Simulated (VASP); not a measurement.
Write the native input for VASP 6.6.1 that does the following.

```
Task                   : single point
Functional             : PBE
Potentials or basis    : VASP PAW PBE potentials, release 64 (Hf_pv)
Cutoff                 : 520 eV
k mesh                 : 16 × 16 × 16
Occupations            : fermi-dirac, width 0.08 eV
Spin                   : no spin polarisation
Dipole correction      : no
Further INCAR settings : ALGO = Normal; EDIFF = 1e-06; NBANDS = 11
```

The structure of Hf lies in POSCAR:

```
Hf
1.0
   -1.7142133348      1.7142133348      1.7142133348
    1.7142133348     -1.7142133348      1.7142133348
    1.7142133348      1.7142133348     -1.7142133348
Hf
1
Direct
    0.0000000000      0.0000000000      0.0000000000
```

One way to write it, as run:

INCAR

```
PREC = Accurate ; ENCUT = 520
EDIFF = 1E-6 ; ISMEAR = -1
SIGMA = 0.08 ; LREAL = F
LASPH = T ; NELM = 100
ALGO = Normal ; ISIF = 2
LWAVE = F ; LCHARG = F
GGA = PE ; NBANDS = 11
```

KPOINTS

```
Automatic mesh
0
Gamma
  16 16 16
```

Potentials or basis: VASP PAW PBE potentials, release 64 (Hf_pv).

Command:

```sh
$ cat potpaw_PBE.64/Hf_pv/POTCAR > POTCAR
$ mpirun -np 1 vasp_std > vasp.out
```

It gave:

| Property | Result |
| --- | --- |
| Pressure | 11.7 GPa |
| Band gap on the k mesh | zero (band 5 reaches 6.91 eV, above the bottom of band 6 at 4.46 eV) |

Caveat: spin-orbit coupling is left out, which moves the levels of the heavy elements.

Wall time 15 s on 1 thread of Intel(R) Xeon(R) Platinum 8375C CPU @ 2.90GHz (Ice Lake), on a shared host, peak memory 0.16 GiB.
